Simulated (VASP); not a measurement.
GaAs5:

```
CELL_PARAMETERS angstrom
6.13236 0.00000 0.00000
-3.06618 5.31078 0.00000
0.00000 0.00000 5.61939
ATOMIC_POSITIONS crystal
Ga 0.00000 0.00000 0.50000
As 0.00000 0.65754 0.00000
As 0.33333 0.66667 0.50000
As 0.65754 0.00000 0.00000
As 0.66667 0.33333 0.50000
As 0.34246 0.34246 0.00000
```

```yaml
Program: VASP 6.6.1
Task: relaxation of cell and atoms
Functional: PBE
Potentials_or_basis: VASP PAW PBE potentials, release 64 (Ga_d, As)
Cutoff: 600 eV
k_mesh: 3 × 3 × 4
Occupations: gaussian, width 0.1 eV
Spin: no spin polarisation
```

At the start: pressure -11.8 GPa; volume 30.50 Å³/atom.

Where does the relaxation end?

Over 16 steps the energy falls by 712.8 meV/atom and the volume is 20.31 Å³/atom (-33.4 %); space group P-62m (No. 189, to 0.05 Å).

The path:
```csv
step,energy change (eV),largest force (eV/Å),pressure (GPa),volume (Å³)
1,0.0000,0.3786,-11.78,183.01
2,-3.5207,0.0305,-6.73,129.80
3,-3.8644,0.1634,-0.72,116.29
4,-3.8670,0.1849,0.12,114.93
5,-3.8789,0.1772,0.10,114.78
6,-3.9087,0.1442,0.60,114.30
7,-4.0078,0.3408,2.02,113.12
8,-4.0151,0.3653,1.84,113.44
9,-4.0324,0.4401,1.42,114.39
10,-4.0472,0.5641,0.91,116.27
11,-4.0684,0.5973,0.57,117.10
12,-4.1282,0.6184,-0.18,119.60
13,-4.1952,0.2264,-0.67,124.69
14,-4.2286,0.1693,-0.63,124.05
15,-4.2733,0.0233,-0.38,122.44
16,-4.2770,0.0280,-0.21,121.84
```

Final structure:
```cif
data_structure
_symmetry_space_group_name_H-M 'P 1'
_symmetry_Int_Tables_number 1
_cell_length_a 5.1372
_cell_length_b 5.1372
_cell_length_c 5.3310
_cell_angle_alpha 90.000
_cell_angle_beta 90.000
_cell_angle_gamma 120.000
_cell_volume 121.84
loop_
_atom_site_label
_atom_site_type_symbol
_atom_site_fract_x
_atom_site_fract_y
_atom_site_fract_z
_atom_site_occupancy
Ga1 Ga 0.00000 0.00000 0.50000 1
As1 As 0.00000 0.71314 0.00000 1
As2 As 0.33333 0.66667 0.50000 1
As3 As 0.71314 0.00000 0.00000 1
As4 As 0.66667 0.33333 0.50000 1
As5 As 0.28686 0.28686 0.00000 1
```

Caveat: the k points lie up to 0.47 Å⁻¹ apart in the final cell; the volume moved by over 15 % at a fixed basis, so the end points are rough.
